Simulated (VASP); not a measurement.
# BiTe (P-1) in VASP: single point with PBEsol

Aim: the single point of BiTe with PBEsol.

Program: VASP 6.6.1. These are calculated values, not measurements. Logs are shortened: lines on timing, memory, paths and dates and some standing lists are left out, and cuts for length are marked.

## Step 1: The cell of the first run

The typed cell holds 2 atoms: a = 4.502 Å, b = 4.178 Å, c = 4.342 Å, α = 69.31°, β = 66.43°, γ = 67.82°.

## Step 2: Single point, PBEsol (strain +0.0875 x Voigt [0, 0, 0, 0, 1, 0])

Input file INCAR:

```
SYSTEM = BiTe
ALGO = Normal
EDIFF = 1E-6
ENCUT = 520
GGA = PS
ISIF = 2
ISMEAR = 0
LASPH = .True.
LCHARG = .False.
LREAL = .False.
LWAVE = .False.
NBANDS = 18
NELM = 80
PREC = Accurate
SIGMA = 0.15
```

Input file KPOINTS:

```
k-points
0
Gamma
  12 12 12
  0 0 0
```

Input file POSCAR:

```
BiTe
1.0
    2.5678392958      1.3987509848      3.4232854196
   -2.2775762498      1.3987509848      3.2112984894
    0.1451315230     -2.7975019696      3.3172919545
Bi Te
1 1
Direct
    0.5000000000      0.5000000000      0.5000000000
    0.0000000000      0.0000000000      0.0000000000
```

Potentials or basis: VASP PAW PBE potentials, release 64 (Bi_d, Te).

Launch:

```console
$ cat potpaw_PBE.64/Bi_d/POTCAR potpaw_PBE.64/Te/POTCAR > POTCAR
$ mpirun -np 1 vasp_std > vasp.out
```

OUTCAR:

```text
SYSTEM = BiTe
   EDIFF = 1E-6
   ENCUT = 520
   GGA = PS
   ISIF = 2
   ISMEAR = 0
   LASPH = .True.
   LREAL = .False.
   NELM = 80
   PREC = Accurate

 ion  position               nearest neighbor table
   1  0.500  0.500  0.500-   2 3.14   2 3.14   2 3.25   2 3.25   2 3.36   2 3.36
   2  0.000  0.000  0.000-   1 3.14   1 3.14   1 3.25   1 3.25   1 3.36   1 3.36

  LATTYP: Found a triclinic cell.
 ALAT       =     4.8465747105
 B/A-ratio  =     1.2977828998
 C/A-ratio  =     1.0000000000
 COS(alpha) =     0.0223314997
 COS(beta)  =     0.4992825699
 COS(gamma) =     0.7478448629

  Lattice vectors:

 A1 = (   2.4227077728,   4.1962529544,   0.1059934651)
 A2 = (   4.7002840226,   2.7975019696,  -3.1053050243)
 A3 = (  -2.4227077728,   4.1962529544,  -0.1059934651)

Analysis of symmetry for initial positions (statically):
=====================================================================
 Subroutine PRICEL returns:
 Original cell was already a primitive cell.

 Routine SETGRP: Setting up the symmetry group for a
 triclinic supercell.

 Subroutine GETGRP returns: Found  2 space group operations
 (whereof  2 operations were pure point group operations)
 out of a pool of  2 trial point group operations.

The static configuration has the point symmetry S_2 .

Analysis of symmetry for dynamics (positions and initial velocities):
=====================================================================
 Subroutine PRICEL returns:
 Original cell was already a primitive cell.

 Routine SETGRP: Setting up the symmetry group for a
 triclinic supercell.

 Subroutine GETGRP returns: Found  2 space group operations
 (whereof  2 operations were pure point group operations)
 out of a pool of  2 trial point group operations.

The dynamic configuration has the point symmetry S_2 .

 Subroutine INISYM returns: Found  2 space group operations
 (whereof  2 operations are pure point group operations),
 and found     1 'primitive' translations

----------------------------------------------------------------------------------------

                                     Primitive cell

  volume of cell :      67.3200

  direct lattice vectors                    reciprocal lattice vectors
     2.567839296  1.398750985  3.423285420     0.202371844  0.119153923  0.091629800
    -2.277576250  1.398750985  3.211298489    -0.211181018  0.119153923  0.109722738
[... 78 lines left out ...]
   ICHARG =      2    charge: 1-file 2-atom 10-const
   ISPIN  =      1    spin polarized calculation?
   LNONCOLLINEAR =      F non collinear calculations
   LSORBIT =      F    spin-orbit coupling
   LASPH  =      T    aspherical Exc in radial PAW
   ENCUT  =  520.0 eV  38.22 Ry    6.18 a.u.   8.37  7.77  8.07*2*pi/ulx,y,z
   NELM   =     80;   NELMIN=  2; NELMDL= -5     # of ELM steps
   EDIFF  = 0.1E-05   stopping-criterion for ELM
   LREAL  =      F    real-space projection
   EDIFFG = 0.1E-04   stopping-criterion for IOM
   NSW    =      0    number of steps for IOM
   IBRION =     -1    ionic relax: 0-MD 1-quasi-New 2-CG
   NFREE  =      0    steps in history (QN), initial steepest desc. (CG)
   ISIF   =      2    stress and relaxation
   ISYM   =      2    0-nonsym 1-usesym 2-fastsym
   POTIM  = 0.5000    time-step for ionic-motion
   TEBEG  =    0.0;   TEEND  =   0.0 temperature during run
   PSTRESS=    0.0 pullay stress
   NELECT =      21.0000    total number of electrons
   NUPDOWN=      -1.0000    fix difference up-down
   EMIN   =  10.00;   EMAX   =-10.00  energy-range for DOS
   EFERMI =   0.00;   METHOD = LEGACY
   ISMEAR =     0;   SIGMA  =   0.15  broadening in eV -4-tet -1-fermi 0-gaus
   EFERMI_NEDOS =   21; number of points for ismear=-14 and -15
   IALGO  =     38    algorithm
   IMIX   =      4    mixing-type and parameters
     AMIX     =   0.40;   BMIX     =  1.00
     AMIX_MAG =   1.60;   BMIX_MAG =  1.00
  volume/ion in A,a.u.               =      33.66       227.15
  Fermi-wavevector in a.u.,A,eV,Ry     =   1.110282  2.098128 16.772246  1.232725
  Thomas-Fermi vector in A             =   2.246831
   LORBIT       =      0    0 simple, 1 ext, 2 COOP (PROOUT), +10 PAW based schemes
   GGA     = PS    functional components
   LHFCALC =     F    Hartree Fock is set to
   AEXX    =    0.0000 exact exchange contribution
   IVDW    =     0    specifies the selected vdW correction
   LEPSILON=     F    determine dielectric tensor
   LRPA    =     F    only Hartree local field effects (RPA)
 non-spin polarized calculation
 Gauss-broadening in eV      SIGMA  =   0.15
  energy-cutoff  :      520.00
  volume of cell :       67.32
 maximum number of plane-waves:      1836
 NGX is ok and might be reduce to    36
   NGX = 17   NGY = 15   NGZ = 17

 number of electron      20.9999998 magnetization

 Free energy of the ion-electron system (eV)
  ---------------------------------------------------
  ext. energy  EPLUGINS =         0.00000000
  ---------------------------------------------------
  free energy    TOTEN  =        -7.95026665 eV

  energy without entropy =       -7.93579927  energy(sigma->0) =       -7.94303296

 E-fermi :   6.5110     XC(G=0):  -9.6372

 val. band max:        6.4983499453   @ k =  -0.3333   0.3333   0.0833
 cond. band min:       6.5121035493   @ k =   0.0833  -0.1667   0.3333
 fundamental gap:      0.0137536040
 Fermi energy:         6.5109833661

 k-point     1 :       0.0000    0.0000    0.0000
  band No.  band energies     occupation
      1     -16.6223      2.00000
      2     -16.6192      2.00000
      3     -16.6039      2.00000
      4     -16.5920      2.00000
      5     -16.5828      2.00000
      6      -6.9992      2.00000
[... 481 lines left out ...]
      5     -16.5801      2.00000
      6      -6.1608      2.00000
[... 10 lines left out ...]
     17      14.6984      0.00000
     18      15.2846      0.00000

 [... further k-points ...]
[... 5 lines left out ...]
  --------------------------------------------------------------------------------------
  -------------------------------------------------------------------------------------
  Total       -0.8730612     -1.0045597     -0.8161051      0.6543709     -0.0902577     -0.9198048
  in kB      -20.7783444    -23.9079326    -19.4228242     15.5736437     -2.1480795    -21.8908160
  external PRESSURE =     -21.3697004 kB  Pullay stress =       0.0000000 kB

 VOLUME and BASIS-vectors are now :
 -----------------------------------------------------------------------------
  energy-cutoff  :      520.00
  volume of cell :       67.32
      direct lattice vectors                 reciprocal lattice vectors
     2.567839296  1.398750985  3.423285420     0.202371844  0.119153923  0.091629800
    -2.277576250  1.398750985  3.211298489    -0.211181018  0.119153923  0.109722738
     0.145131523 -2.797501970  3.317291954    -0.004404587 -0.238307845  0.100676269

 POSITION                                       TOTAL-FORCE (eV/Angst)
 -----------------------------------------------------------------------------------
      0.21770      0.00000      4.97594        -0.000000      0.000000     -0.000000
      0.00000      0.00000      0.00000         0.000000      0.000000      0.000000
 -----------------------------------------------------------------------------------
    total drift:                               -0.000000     -0.000000      0.000000

  FREE ENERGIE OF THE ION-ELECTRON SYSTEM (eV)
  ---------------------------------------------------
  free  energy   TOTEN  =        -7.9502666469 eV

  energy  without entropy=       -7.9357992740  energy(sigma->0) =       -7.94303296
```

OSZICAR:

```text
N       E                     dE             d eps       ncg     rms          rms(c)
DAV:   1     0.157747960121E+03    0.15775E+03   -0.99073E+03 31282   0.113E+03
DAV:   2     0.429587909896E+01   -0.15345E+03   -0.14946E+03 33044   0.306E+02
DAV:   3    -0.764960370757E+01   -0.11945E+02   -0.11824E+02 38570   0.887E+01
DAV:   4    -0.798462685345E+01   -0.33502E+00   -0.33461E+00 40178   0.159E+01
DAV:   5    -0.799591592911E+01   -0.11289E-01   -0.11288E-01 42214   0.267E+00    0.597E+00
DAV:   6    -0.795016358347E+01    0.45752E-01   -0.13896E-01 45880   0.235E+00    0.371E+00
DAV:   7    -0.795071197820E+01   -0.54839E-03   -0.31094E-02 38178   0.945E-01    0.691E-01
DAV:   8    -0.795021430864E+01    0.49767E-03   -0.48467E-03 39406   0.483E-01    0.125E-01
DAV:   9    -0.795026962189E+01   -0.55313E-04   -0.49446E-04 35000   0.138E-01    0.489E-02
DAV:  10    -0.795026879150E+01    0.83039E-06   -0.26219E-05 41740   0.309E-02    0.288E-02
DAV:  11    -0.795026722116E+01    0.15703E-05   -0.10008E-05 42658   0.225E-02    0.460E-03
DAV:  12    -0.795026664687E+01    0.57429E-06   -0.19373E-06 22208   0.114E-02
   1 F= -.79502666E+01 E0= -.79430330E+01  d E =-.144674E-01
```

stdout:

```text
POSCAR found type information on POSCAR BiTe
 POSCAR found :  2 types and       2 ions
 scaLAPACK will be used
 -----------------------------------------------------------------------------
|                                                                             |
|                                                                             |
|     You enforced a specific xc type in the INCAR file but a different       |
|     I HOPE YOU KNOW WHAT YOU ARE DOING!                                     |
|                                                                             |
 -----------------------------------------------------------------------------

 LDA part: xc-table for (Slater+PW92), standard interpolation
 POSCAR, INCAR and KPOINTS ok, starting setup
 FFT: planning ... GRIDC
 FFT: planning ... GRID_SOFT
 FFT: planning ... GRID
 WAVECAR not read
 entering main loop
```

It took 6.1 min on 1 thread of AMD EPYC 9R45 (Zen 5), shared host; peak memory 1 GiB.

Results:

| Item | Value |
| --- | --- |
| Free energy | -7.9503 eV |
| Pressure | -2.1 GPa |
| Band gap on the k mesh | zero (an odd number of electrons rules out a gap without spin polarisation) |

Caveat: the cell differs from its parent crystal (strain +0.0875 x Voigt [0, 0, 0, 0, 1, 0]); the PAW data sets were made with another functional, which shifts forces and pressure a little; spin-orbit coupling is left out, which moves the levels of the heavy elements.
